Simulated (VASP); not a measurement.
Wanted: the native input for a VASP 6.6.1 run.

- Task: single point
- Functional: PBEsol
- Potentials or basis: VASP PAW PBE potentials, release 64 (Zn, O)
- Cutoff: 520 eV
- k mesh: 8 × 8 × 4
- Occupations: gaussian, width 0.01 eV
- Spin: no spin polarisation
- Dipole correction: no
- Further INCAR settings: ALGO = Normal; EDIFF = 1e-06; NBANDS = 26

The structure of ZnO lies in POSCAR:

```
ZnO
1.0
    3.1390868346      0.0000000000      0.0000000000
   -1.5695434173      2.7185289435      0.0000000000
    0.0000000000      0.0000000000      5.0679599720
Zn O
2 2
Direct
    0.3333333333      0.6666666667      0.5001232090
    0.6666666667      0.3333333333      0.0001232090
    0.6666666667      0.3333333333      0.3788867910
    0.3333333333      0.6666666667      0.8788867910
```

One way to write it, as run:

INCAR

```
SYSTEM = ZnO
ALGO = Normal
EDIFF = 1E-6
ENCUT = 520
GGA = PS
ISIF = 2
ISMEAR = 0
LASPH = .True.
LCHARG = .False.
LREAL = .False.
LWAVE = .False.
NBANDS = 26
NELM = 80
PREC = Accurate
SIGMA = 0.01
```

KPOINTS

```
k-points
0
Gamma
  8 8 4
  0 0 0
```

Potentials or basis: VASP PAW PBE potentials, release 64 (Zn, O).

The run is started by

```bash
$ cat potpaw_PBE.64/Zn/POTCAR potpaw_PBE.64/O/POTCAR > POTCAR
$ mpirun -np 1 vasp_std > vasp.out
```

It gave:

| Property | Result |
| --- | --- |
| Pressure | 16.3 GPa |
| Band gap on the k mesh | 0.81 eV |

Caveat: the cell stands under pressure; the PAW data sets were made with another functional, which shifts forces and pressure a little.

Run time: 16 s on 1 thread of Intel(R) Xeon(R) Platinum 8559C (Emerald Rapids), with other jobs on the host, peak memory 0.17 GiB.
